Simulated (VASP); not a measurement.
The system is BaTiO3.

```xyz
5
Lattice="4.0325 0.0000 0.0000 0.0000 4.0325 0.0000 0.0000 0.0000 4.0325" Properties=species:S:1:pos:R:3 pbc="T T T"
Ba    2.0163    2.0163    2.0163
Ti    0.0000    0.0000    0.0000
O     0.0000    0.0000    2.0163
O     0.0000    2.0163    0.0000
O     2.0163    0.0000    0.0000
```

Base run:

| Property | Result |
| --- | --- |
| Program | VASP 6.6.1 |
| Functional | PBE |
| Potentials or basis | VASP PAW PBE potentials, release 64 (Ba_sv, Ti_sv, O) |
| Cutoff | 520 eV |
| k mesh | 7 × 7 × 7 |
| Occupations | fermi-dirac, width 0.05 eV |
| Spin | no spin polarisation |

Its results: band gap on the k mesh 1.76 eV, indirect (least direct gap 1.87 eV); pressure 0.1 GPa.

**Question.** The run is repeated on the same cell with these changes: functional from PBE to r2SCAN; further incar settings from ALGO = Normal; EDIFF = 1e-07; NBANDS = 28 to ALGO = Normal; EDIFF = 1e-06; NBANDS = 28. What comes out?

**Answer.** Band gap on the k mesh 2.14 eV, indirect (least direct gap 2.26 eV); pressure -3.1 GPa.

Caveats: spin-orbit coupling is left out, which moves the levels of the heavy elements; the PAW data sets were made with another functional, which shifts forces and pressure a little (some runs).

A k mesh can miss the band edges.
